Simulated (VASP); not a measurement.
# Ti3Al (Amm2) in VASP: a series of runs

The runs below take Ti3Al through single point, with PBEsol.

Everything below comes from runs of VASP 6.6.1. Logs are shortened: lines on timing, memory, paths and dates and some standing lists are left out, and cuts for length are marked.

## Step 1: The cell of the first run

It takes space group Amm2 (No. 38, orthorhombic). The conventional cell has a = 9.139 Å, b = 2.896 Å, c = 5.016 Å, α = 90.00°, β = 90.00°, γ = 90.00°. Ti (site symmetry mm2) has 12 Ti at 2.82 to 2.90 Å within 3.7 Å. Ti (site symmetry m) has 3 Al at 2.67 to 2.94 Å and 9 Ti at 2.82 to 2.90 Å within 3.5 Å. Within 3.5 Å of Al (site symmetry mm2) lie 6 Ti at 2.67 to 2.94 Å and 6 Al at 2.90 Å.

## Step 2: Single point, PBEsol (all Al atoms moved -0.300 Å, as atom 4 along Cartesian [0 1 0])

File INCAR:

```
PREC     = Accurate       # precision mode
ENCUT    = 520            # plane-wave cutoff, eV
EDIFF    = 1E-6           # SCF threshold, eV
ISMEAR   = 0              # smearing method
SIGMA    = 0.15           # smearing width, eV
LREAL    = F              # projectors in reciprocal space
LASPH    = T              # aspherical terms in the spheres
NELM     = 100            # most SCF steps
ALGO     = Fast           # electronic algorithm
ISIF     = 2              # what is computed and relaxed
LWAVE    = F              # write WAVECAR
LCHARG   = T              # write CHGCAR
GGA      = PS             # functional
LELF     = T              # ELF
LVHAR    = T            
NBANDS   = 28             # bands
```

File KPOINTS:

```
regular mesh
0
Gamma
  18 18 6
```

File POSCAR:

```
Ti3Al
1.0
    2.8957824532      0.0000000000      0.0000000000
   -1.4478912266      2.5078211683      0.0000000000
    0.0000000000      0.0000000000      9.1393541757
Ti Al
3 1
Direct
    0.6666666667      0.3333333333      0.0000000000
    0.3333333333      0.6666666667      0.7511761438
    0.3333333333      0.6666666667      0.2488238562
    0.6068537893      0.2137075786      0.5000000000
```

Potentials or basis: VASP PAW PBE potentials, release 64 (Ti_sv, Al).

Launch:

```bash
cat potpaw_PBE.64/Ti_sv/POTCAR potpaw_PBE.64/Al/POTCAR > POTCAR
mpirun -np 1 vasp_std > vasp.out
```

OUTCAR:

```text
PREC = Accurate
   ENCUT = 520
   EDIFF = 1E-6
   ISMEAR = 0
   LREAL = F
   LASPH = T
   NELM = 100
   ISIF = 2
   GGA = PS

 ion  position               nearest neighbor table
   1  0.667  0.333  0.000-   2 2.82   3 2.82   2 2.82   3 2.82   2 2.82   3 2.82
   2  0.333  0.667  0.751-   4 2.67   1 2.82   1 2.82   1 2.82   4 2.94   4 2.94
   3  0.333  0.667  0.249-   4 2.67   1 2.82   1 2.82   1 2.82   4 2.94   4 2.94
   4  0.607  0.214  0.500-   2 2.67   3 2.67   2 2.94   3 2.94   2 2.94   3 2.94

  LATTYP: Found a hexagonal cell.
 ALAT       =     2.8957824532
 C/A-ratio  =     3.1560914272

  Lattice vectors:

 A1 = (   2.8957824532,   0.0000000000,   0.0000000000)
 A2 = (  -1.4478912266,   2.5078211683,   0.0000000000)
 A3 = (   0.0000000000,   0.0000000000,   9.1393541757)

Analysis of symmetry for initial positions (statically):
=====================================================================
 Subroutine PRICEL returns:
 Original cell was already a primitive cell.

 Routine SETGRP: Setting up the symmetry group for a
 hexagonal supercell.

 Subroutine GETGRP returns: Found  4 space group operations
 (whereof  4 operations were pure point group operations)
 out of a pool of 24 trial point group operations.

The static configuration has the point symmetry C_2v.

Analysis of symmetry for dynamics (positions and initial velocities):
=====================================================================
 Subroutine PRICEL returns:
 Original cell was already a primitive cell.

 Routine SETGRP: Setting up the symmetry group for a
 hexagonal supercell.

 Subroutine GETGRP returns: Found  4 space group operations
 (whereof  4 operations were pure point group operations)
 out of a pool of 24 trial point group operations.

The dynamic configuration has the point symmetry C_2v.

 Subroutine INISYM returns: Found  4 space group operations
 (whereof  4 operations are pure point group operations),
 and found     1 'primitive' translations

----------------------------------------------------------------------------------------

                                     Primitive cell

  volume of cell :      66.3709

  direct lattice vectors                    reciprocal lattice vectors
     2.895782453  0.000000000  0.000000000     0.345329808  0.199376258  0.000000000
    -1.447891227  2.507821168  0.000000000     0.000000000  0.398752516  0.000000000
     0.000000000  0.000000000  9.139354176     0.000000000  0.000000000  0.109416922
[... 89 lines left out ...]
   LREAL  =      F    real-space projection
   EDIFFG = 0.1E-04   stopping-criterion for IOM
   NSW    =      0    number of steps for IOM
   IBRION =     -1    ionic relax: 0-MD 1-quasi-New 2-CG
   NFREE  =      0    steps in history (QN), initial steepest desc. (CG)
   ISIF   =      2    stress and relaxation
   ISYM   =      2    0-nonsym 1-usesym 2-fastsym
   POTIM  = 0.5000    time-step for ionic-motion
   TEBEG  =    0.0;   TEEND  =   0.0 temperature during run
   PSTRESS=    0.0 pullay stress
   NELECT =      39.0000    total number of electrons
   NUPDOWN=      -1.0000    fix difference up-down
   EMIN   =  10.00;   EMAX   =-10.00  energy-range for DOS
   EFERMI =   0.00;   METHOD = LEGACY
   ISMEAR =     0;   SIGMA  =   0.15  broadening in eV -4-tet -1-fermi 0-gaus
   EFERMI_NEDOS =   21; number of points for ismear=-14 and -15
   IALGO  =     68    algorithm
   IMIX   =      4    mixing-type and parameters
     AMIX     =   0.40;   BMIX     =  1.00
     AMIX_MAG =   1.60;   BMIX_MAG =  1.00
  volume/ion in A,a.u.               =      16.59       111.97
  Fermi-wavevector in a.u.,A,eV,Ry     =   1.371209  2.591210 25.581871  1.880214
  Thomas-Fermi vector in A             =   2.496926
   LORBIT       =      0    0 simple, 1 ext, 2 COOP (PROOUT), +10 PAW based schemes
   GGA     = PS    functional components
   LHFCALC =     F    Hartree Fock is set to
   AEXX    =    0.0000 exact exchange contribution
   IVDW    =     0    specifies the selected vdW correction
   LEPSILON=     F    determine dielectric tensor
   LRPA    =     F    only Hartree local field effects (RPA)
 non-spin polarized calculation
 RMM-DIIS sequential band-by-band and
 Gauss-broadening in eV      SIGMA  =   0.15
  energy-cutoff  :      520.00
  volume of cell :       66.37
 maximum number of plane-waves:      1828
 NGX is ok and might be reduce to    24
   NGX = 11   NGY = 11   NGZ = 33

 number of electron      38.9999993 magnetization

 Free energy of the ion-electron system (eV)
  ---------------------------------------------------
  ext. energy  EPLUGINS =         0.00000000
  ---------------------------------------------------
  free energy    TOTEN  =       -29.50836183 eV

  energy without entropy =      -29.46527086  energy(sigma->0) =      -29.48681634

 E-fermi :   8.2030     XC(G=0): -11.4530

 val. band max:        8.1997343670   @ k =  -0.2222  -0.4444   0.0000
 cond. band min:       8.2088488397   @ k =  -0.3889   0.2778   0.0000
 fundamental gap:      0.0091144727
 Fermi energy:         8.2030098600

 k-point     1 :       0.0000    0.0000    0.0000
  band No.  band energies     occupation
      1     -48.2293      2.00000
      2     -48.1663      2.00000
      3     -48.1053      2.00000
      4     -24.8825      2.00000
      5     -24.5969      2.00000
      6     -24.2769      2.00000
[... 733 lines left out ...]
     27      10.2586      0.00000
     28      10.9393      0.00000

 [... further k-points ...]

------------------------ aborting loop because EDIFF is reached ----------------------------------------

  FORCE on cell =-STRESS in cart. coord.  units (eV):
  Direction    XX          YY          ZZ          XY          YZ          ZX
  --------------------------------------------------------------------------------------
  -------------------------------------------------------------------------------------
  Total       -0.9801238      0.4439907      0.5001790      0.0000000      0.0000000      0.0000000
  in kB      -23.6599341     10.7178191     12.0741903      0.0000000      0.0000000      0.0000000
  external PRESSURE =      -0.2893082 kB  Pullay stress =       0.0000000 kB

 VOLUME and BASIS-vectors are now :
 -----------------------------------------------------------------------------
  energy-cutoff  :      520.00
  volume of cell :       66.37
      direct lattice vectors                 reciprocal lattice vectors
     2.895782453  0.000000000  0.000000000     0.345329808  0.199376258  0.000000000
    -1.447891227  2.507821168  0.000000000     0.000000000  0.398752516  0.000000000
     0.000000000  0.000000000  9.139354176     0.000000000  0.000000000  0.109416922

 POSITION                                       TOTAL-FORCE (eV/Angst)
 -----------------------------------------------------------------------------------
      1.44789      0.83594      0.00000         0.000000      0.006974      0.000000
     -0.00000      1.67188      6.86526         0.000000     -0.421167      0.154898
     -0.00000      1.67188      2.27409         0.000000     -0.421167     -0.154898
      1.44789      0.53594      4.56968         0.000000      0.835360      0.000000
 -----------------------------------------------------------------------------------
    total drift:                                0.000000      0.000055     -0.000000

  FREE ENERGIE OF THE ION-ELECTRON SYSTEM (eV)
  ---------------------------------------------------
  free  energy   TOTEN  =       -29.5083618329 eV

  energy  without entropy=      -29.4652708559  energy(sigma->0) =      -29.48681634
```

OSZICAR:

```text
N       E                     dE             d eps       ncg     rms          rms(c)
DAV:   1     0.470179054608E+03    0.47018E+03   -0.19522E+04 20384   0.163E+03
DAV:   2     0.247041918805E+02   -0.44547E+03   -0.43705E+03 20568   0.499E+02
[... 35 lines left out ...]
RMM:  38    -0.295083646597E+02   -0.10093E-04   -0.33282E-05 32107   0.304E-02    0.598E-02
RMM:  39    -0.295083580938E+02    0.65659E-05   -0.18643E-05 29984   0.267E-02    0.621E-02
RMM:  40    -0.295083598589E+02   -0.17651E-05   -0.16185E-05 22685   0.163E-02    0.657E-02
RMM:  41    -0.295083613749E+02   -0.15159E-05   -0.91890E-06 22501   0.139E-02    0.674E-02
RMM:  42    -0.295083626883E+02   -0.13134E-05   -0.93778E-06 20669   0.120E-02    0.688E-02
RMM:  43    -0.295083618329E+02    0.85539E-06   -0.61926E-06 21480   0.118E-02
   1 F= -.29508362E+02 E0= -.29486816E+02  d E =-.430910E-01
```

stdout:

```text
POSCAR found type information on POSCAR TiAl
 POSCAR found :  2 types and       4 ions
 scaLAPACK will be used
 -----------------------------------------------------------------------------
|                                                                             |
|                                                                             |
[... 50 lines left out ...]
WARNING in EDDRMM: call to ZHEGV failed, returncode =   6  3      6
WARNING in EDDRMM: call to ZHEGV failed, returncode =   8  4      8
WARNING in EDDRMM: call to ZHEGV failed, returncode =   6  3     19
WARNING in EDDRMM: call to ZHEGV failed, returncode =   6  3     14
WARNING in EDDRMM: call to ZHEGV failed, returncode =   8  4     15
WARNING in EDDRMM: call to ZHEGV failed, returncode =   6  3     15
WARNING in EDDRMM: call to ZHEGV failed, returncode =   8  4     11
WARNING in EDDRMM: call to ZHEGV failed, returncode =   8  4      8
```

It took 15 min on 1 thread of Intel Xeon 6975P-C (Granite Rapids), shared host; peak memory 0.62 GiB.

Results:

```
Free energy            : -29.5084 eV
Pressure               : 0.0 GPa
Largest force          : 0.835 eV/Å
Band gap on the k mesh : zero (an odd number of electrons rules out a gap without spin polarisation)
```

Forces on the atoms (eV/Å):
```
Ti   0.000  0.007  0.000
Ti   0.000 -0.421  0.155
Ti   0.000 -0.421 -0.155
Al   0.000  0.835  0.000
```

Caveat: the cell differs from its parent crystal (all Al atoms moved -0.300 Å, as atom 4 along Cartesian [0 1 0]); the PAW data sets were made with another functional, which shifts forces and pressure a little.

## Step 3: Single point, PBEsol (all Al atoms moved +0.225 Å, as atom 4 along Cartesian [0 1 0])

File INCAR:

```
SYSTEM = Ti3Al
PREC = Accurate ; ENCUT = 520
EDIFF = 1E-7 ; ISMEAR = 0
SIGMA = 0.15 ; LREAL = .False.
LASPH = .True. ; NELM = 80
ALGO = Fast ; ISIF = 2
LWAVE = .False. ; LCHARG = .False.
GGA = PS ; NBANDS = 28
```

File KPOINTS:

```
regular mesh
0
Gamma
  18 18 6
  0 0 0
```

POSCAR, as its differences from that of step 2:

```diff
@@ -11,2 +11,2 @@
     0.3333333333      0.6666666667      0.2488238562
-    0.6068537893      0.2137075786      0.5000000000
+    0.7115263247      0.4230526494      0.5000000000
```

Potentials or basis: VASP PAW PBE potentials, release 64 (Ti_sv, Al).

Launch:

```bash
cat potpaw_PBE.64/Ti_sv/POTCAR potpaw_PBE.64/Al/POTCAR > POTCAR
mpirun -np 1 vasp_std > vasp.out
```

Wall time 20 min (1 thread of Intel Xeon 6975P-C (Granite Rapids), shared host); peak memory 0.63 GiB.

Results (log left out):

```
Free energy            : -29.5975 eV
Pressure               : 0.0 GPa
Largest force          : 0.345 eV/Å
Band gap on the k mesh : zero (an odd number of electrons rules out a gap without spin polarisation)
```

Forces in eV/Å, atoms in the order of the input:
```
Ti   0.000 -0.001  0.000
Ti   0.000  0.173  0.062
Ti   0.000  0.173 -0.062
Al   0.000 -0.345  0.000
```

Stress tensor (GPa, compression positive):
```
 1.36  0.00  0.00
 0.00 -1.86  0.00
 0.00  0.00  0.50
```

Levels at points of the mesh, in eV from the Fermi level:
```csv
k point,band 16,band 17,band 18,band 19,band 20,band 21,band 22,band 23,band 24,band 25
"(0.00, 0.00, 0.00)",-2.53,-0.79,0.55,0.77,0.85,0.85,0.94,0.95,1.26,1.28
"(0.50, 0.00, 0.00)",-2.14,-1.51,-1.29,-0.68,-0.37,0.91,1.08,1.19,1.82,2.53
"(0.00, 0.50, 0.00)",-2.16,-1.48,-1.25,-0.53,-0.33,0.92,1.03,1.20,1.79,2.49
"(0.00, 0.00, 0.50)",-3.16,-1.06,0.49,0.81,0.85,0.86,0.93,0.95,1.27,1.29
"(0.50, 0.00, 0.50)",-2.03,-1.60,-1.26,-0.96,-0.05,0.89,0.95,1.10,1.94,2.78
"(0.00, 0.50, 0.50)",-2.12,-1.53,-1.21,-0.96,0.13,0.88,0.91,1.11,1.91,2.58
```

Caveat: the cell differs from its parent crystal (all Al atoms moved +0.225 Å, as atom 4 along Cartesian [0 1 0]); the PAW data sets were made with another functional, which shifts forces and pressure a little.

## Step 4: Single point, PBEsol (all Al atoms moved +0.300 Å, as atom 4 along Cartesian [0 1 0])

File INCAR:

```
SYSTEM = Ti3Al
ALGO     = Fast           ! electronic algorithm
EDIFF    = 1E-6           ! SCF threshold, eV
ENCUT    = 520            ! plane-wave cutoff, eV
GGA      = PS             ! functional
ISIF     = 2              ! what is computed and relaxed
ISMEAR   = 0              ! smearing method
LASPH    = .True.         ! aspherical terms in the spheres
LCHARG   = .True.         ! write CHGCAR
LELF     = .True.         ! ELF
LREAL    = .False.        ! projectors in reciprocal space
LVHAR    = .True.       
LWAVE    = .False.        ! write WAVECAR
NBANDS   = 28             ! bands
NELM     = 80             ! most SCF steps
PREC     = Accurate       ! precision mode
SIGMA    = 0.15           ! smearing width, eV
```

File KPOINTS:

```
k-points
0
Gamma
  18 18 6
  0 0 0
```

POSCAR, as its differences from that of step 3:

```diff
@@ -11,2 +11,2 @@
     0.3333333333      0.6666666667      0.2488238562
-    0.7115263247      0.4230526494      0.5000000000
+    0.7264795440      0.4529590881      0.5000000000
```

Launch:

```bash
cat potpaw_PBE.64/Ti_sv/POTCAR potpaw_PBE.64/Al/POTCAR > POTCAR
mpirun -np 1 vasp_std > vasp.out
```

Wall time 19 min (1 thread of Intel Xeon 6975P-C (Granite Rapids), shared host); peak memory 0.62 GiB.

The run converged. Its results:

* Free energy: -29.5696 eV
* Pressure: 0.1 GPa
* Largest force: 0.393 eV/Å
* Band gap on the k mesh: zero (an odd number of electrons rules out a gap without spin polarisation)

Forces on the atoms (eV/Å):
```
Ti   0.000 -0.001  0.000
Ti   0.000  0.197  0.096
Ti   0.000  0.197 -0.096
Al   0.000 -0.393  0.000
```

Stress tensor (GPa, compression positive):
```
 1.89  0.00  0.00
 0.00 -2.41  0.00
 0.00  0.00  0.91
```

Levels at points of the mesh, in eV from the Fermi level:
```csv
k point,band 16,band 17,band 18,band 19,band 20,band 21,band 22,band 23,band 24,band 25
"(0.00, 0.00, 0.00)",-2.53,-0.79,0.55,0.77,0.85,0.85,0.94,0.96,1.26,1.28
"(0.50, 0.00, 0.00)",-2.14,-1.51,-1.30,-0.68,-0.38,0.91,1.08,1.19,1.82,2.52
"(0.00, 0.50, 0.00)",-2.16,-1.47,-1.25,-0.49,-0.33,0.91,1.03,1.20,1.78,2.46
"(0.00, 0.00, 0.50)",-3.16,-1.06,0.48,0.81,0.85,0.86,0.93,0.95,1.27,1.29
"(0.50, 0.00, 0.50)",-2.02,-1.61,-1.27,-0.96,-0.07,0.89,0.95,1.09,1.94,2.79
"(0.00, 0.50, 0.50)",-2.14,-1.53,-1.19,-0.96,0.17,0.87,0.91,1.11,1.90,2.53
```

Caveat: the cell differs from its parent crystal (all Al atoms moved +0.300 Å, as atom 4 along Cartesian [0 1 0]); the PAW data sets were made with another functional, which shifts forces and pressure a little.

## Step 5: Summary

```csv
cell,further INCAR settings,gap on the mesh (eV),pressure (GPa),largest force (eV/Å)
"as given, atomic positions A",ALGO = Fast; EDIFF = 1e-06; NBANDS = 28,none,0.0,0.84
"as given, atomic positions B",ALGO = Fast; EDIFF = 1e-07; NBANDS = 28,none,0.0,0.34
"as given, atomic positions C",ALGO = Fast; EDIFF = 1e-06; NBANDS = 28,none,0.1,0.39
```

Alike in all rows: task single point; level PBEsol; potentials or basis VASP PAW PBE potentials, release 64 (Ti_sv, Al); no spin polarisation; k mesh 18 × 18 × 6; cutoff (eV) 520; smearing gaussian 0.15 eV.

Caveats: the PAW data sets were made with another functional, which shifts forces and pressure a little.

Total energies depend on the potentials used, so only differences within one code and one set of settings carry meaning.
